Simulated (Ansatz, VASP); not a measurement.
One calculation of NbRh, two programs

```xyz
2
Lattice="2.8086 0.0000 0.0000 0.0000 2.8086 0.0000 0.0000 0.0000 3.8124" Properties=species:S:1:pos:R:3 pbc="T T T"
Nb    0.0000    0.0000    0.0000
Rh    1.4043    1.4043    1.9062
```

Alike in both runs: functional LDA; k mesh 14 × 14 × 12; occupations fermi-dirac, width 0.15 eV; no spin polarisation.

Ansatz relaxed the structure, and its values are those at the end. VASP's run is a single point on that final structure, the one shown.

```csv
,VASP,Ansatz
version,VASP 6.6.1,Ansatz 0.2.0
potentials or method,"VASP PAW LDA potentials, release 64 (Nb_sv, Rh_pv), cutoff 520 eV","scalar-relativistic, plane waves, PAW"
valence electrons in the cell,28,30
```

|  | VASP | Ansatz | Ansatz less VASP |
| --- | --- | --- | --- |
| gap on the k mesh at the Fermi level (eV) | none | none | - |
| pressure (GPa) | 0.2 | 0.0 | -0.21 |

LDA's correlation is that of Perdew and Zunger in VASP and of Perdew and Wang (1992) in Ansatz. A gap of «none» marks a metal or a gap that the smearing closes. VASP's potentials hold 28 valence electrons a cell and Ansatz's 30, so a difference there can come from the potentials and not from the codes.
